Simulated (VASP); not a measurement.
A run of VASP 6.6.1 is set up as follows.

POSCAR

```
CaO
1.0
    2.4094286118      2.4094286118      0.0000000000
   -2.4094286118      2.4094286118      0.0000000000
    0.0000000000      2.4094286118      2.3910921955
Ca O
1 1
Direct
    0.0000000000      0.0000000000      0.0000000000
    0.5000000000      0.5000000000      0.0000000000
```

The input INCAR.step1:

```
PREC     = Accurate       # precision mode
ENCUT    = 520            # plane-wave cutoff, eV
ISMEAR   = 0              # smearing method
SIGMA    = 0.01           # smearing width, eV
LREAL    = F              # projectors in reciprocal space
LASPH    = T              # aspherical terms in the spheres
NELM     = 100            # most SCF steps
NBANDS   = 15             # bands
GGA      = PE             # functional
ALGO     = Normal         # electronic algorithm
EDIFF    = 1E-4           # SCF threshold, eV
LWAVE    = T              # write WAVECAR
LCHARG   = F              # write CHGCAR
```

INCAR.step2

```
PREC     = Accurate       # precision mode
ENCUT    = 520            # plane-wave cutoff, eV
EDIFF    = 1E-6           # SCF threshold, eV
ISMEAR   = 0              # smearing method
SIGMA    = 0.01           # smearing width, eV
LREAL    = F              # projectors in reciprocal space
LASPH    = T              # aspherical terms in the spheres
NELM     = 100            # most SCF steps
ALGO     = Normal         # electronic algorithm
ISIF     = 2              # what is computed and relaxed
LWAVE    = F              # write WAVECAR
LCHARG   = F              # write CHGCAR
METAGGA  = R2SCAN         # meta-GGA
LMIXTAU  = T            
NBANDS   = 15             # bands
ISTART   = 1
```

File KPOINTS:

```
regular mesh
0
Gamma
  8 8 8
```

Potentials or basis: VASP PAW PBE potentials, release 64 (Ca_sv, O).

Command:

```bash
$ cat potpaw_PBE.64/Ca_sv/POTCAR potpaw_PBE.64/O/POTCAR > POTCAR
$ cp INCAR.step1 INCAR
$ mpirun -np 1 vasp_std > vasp.out
$ cp INCAR.step2 INCAR
$ mpirun -np 1 vasp_std > vasp.out
```

**Question.** What does it give for the pressure?

**Answer.** 0.2 GPa.

**Question.** Estimate the band gap on the k mesh.

**Answer.** 4.16 eV, indirect (least direct gap 4.56 eV).

Stress tensor (GPa, compression positive):
```
-0.27  0.00  0.00
 0.00 -0.27  0.00
 0.00  0.00  1.11
```

Caveat: the cell differs from its parent crystal (in-plane strain +0.005, then relaxed in part); the PAW data sets were made with another functional, which shifts forces and pressure a little. A k mesh can miss the band edges.
